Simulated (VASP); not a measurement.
Set up this calculation in VASP 6.6.1, as the native input.

```
Task                   : single point
Functional             : r2SCAN
Potentials or basis    : VASP PAW PBE potentials, release 64 (Ru_sv)
Cutoff                 : 620 eV
k mesh                 : 22 × 22 × 22
Occupations            : gaussian, width 0.15 eV
Spin                   : no spin polarisation
Dipole correction      : no
Further INCAR settings : ALGO = Normal; EDIFF = 1e-06; NBANDS = 14
```

Ru:

```
Ru
1.0
     0.00000    1.91500    1.91500
     1.91500    0.00000    1.91500
     1.91500    1.91500    0.00000
Ru
1
Direct
  0.00000 0.00000 0.00000
```

This isn't the form of Ru at room conditions, which is hcp.

One way to write it, as run:

POSCAR

```
Ru
1.0
    0.0000000000      1.9150000000      1.9150000000
    1.9150000000      0.0000000000      1.9150000000
    1.9150000000      1.9150000000      0.0000000000
Ru
1
Direct
    0.0000000000      0.0000000000      0.0000000000
```

INCAR.step1

```
PREC = Accurate ; ENCUT = 620
ISMEAR = 0 ; SIGMA = 0.15
LREAL = F ; LASPH = T
NELM = 120 ; NBANDS = 14
GGA = PE ; ALGO = Normal
EDIFF = 1E-5 ; LWAVE = T
LCHARG = F ; GGA_COMPAT = F
```

INCAR.step2

```
PREC = Accurate ; ENCUT = 620
EDIFF = 1E-6 ; ISMEAR = 0
SIGMA = 0.15 ; LREAL = F
LASPH = T ; NELM = 120
ALGO = Normal ; ISIF = 2
LWAVE = F ; LCHARG = F
METAGGA = R2SCAN ; LMIXTAU = T
NBANDS = 14 ; ISTART = 1
GGA_COMPAT = F
```

KPOINTS

```
Automatic mesh
0
Gamma
  22 22 22
```

Potentials or basis: VASP PAW PBE potentials, release 64 (Ru_sv).

Command:

```sh
$ cat potpaw_PBE.64/Ru_sv/POTCAR > POTCAR
$ cp INCAR.step1 INCAR
$ mpirun -np 1 vasp_std > vasp.out
$ cp INCAR.step2 INCAR
$ mpirun -np 1 vasp_std > vasp.out
```

It gave:

* Pressure: -10.7 GPa
* Band gap on the k mesh: zero (bands 8 and 9 overlap by 3.52 eV)

Caveat: the cell stands under tension; the PAW data sets were made with another functional, which shifts forces and pressure a little.

It took 2.6 min on 1 thread of Intel(R) Xeon(R) Platinum 8259CL CPU @ 2.50GHz (Skylake/Cascade Lake) (shared host), peak memory 0.2 GiB.
